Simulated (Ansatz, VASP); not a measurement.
HfZrS4 in VASP and in Ansatz

```
Zr Hf S
1.0
     5.81283    0.00000    0.00000
     0.00000    3.60694    0.00000
     0.00000    0.00000    6.24740
Zr Hf S
1 1 4
Direct
  0.00000 0.00000 0.00000
  0.00000 0.50000 0.50000
  0.75080 0.50000 0.16667
  0.75080 0.00000 0.66667
  0.24920 0.50000 0.83333
  0.24920 0.00000 0.33333
```

Alike in both runs: task single point; functional PBE; k mesh 4 × 6 × 4; occupations gaussian, width 0.1 eV; no spin polarisation.

|  | VASP | Ansatz |
| --- | --- | --- |
| version | VASP 6.6.1 | Ansatz 0.2.0 |
| potentials or method | VASP PAW PBE potentials, release 64 (Zr_sv, Hf_pv, S), cutoff 520 eV | scalar-relativistic, plane waves, PAW |
| valence electrons in the cell | 46 | 62 |

```csv
,VASP,Ansatz,Ansatz less VASP
gap on the k mesh at the Fermi level (eV),0.84,0.83,-0.013
least direct gap on the mesh (eV),1.04,1.03,-0.010
pressure (GPa),3.8,4.1,+0.30
"traceless stress, the component that is largest in VASP (GPa)",-0.21,-0.27,-0.054
rms of the force components (eV/Å),0.130,0.129,-0.0017
```

Atom by atom the forces differ by 0.022 eV/Å (rms over components). VASP's potentials hold 46 valence electrons a cell and Ansatz's 62, so a difference there can come from the potentials and not from the codes.

Neither program's run includes spin-orbit coupling.
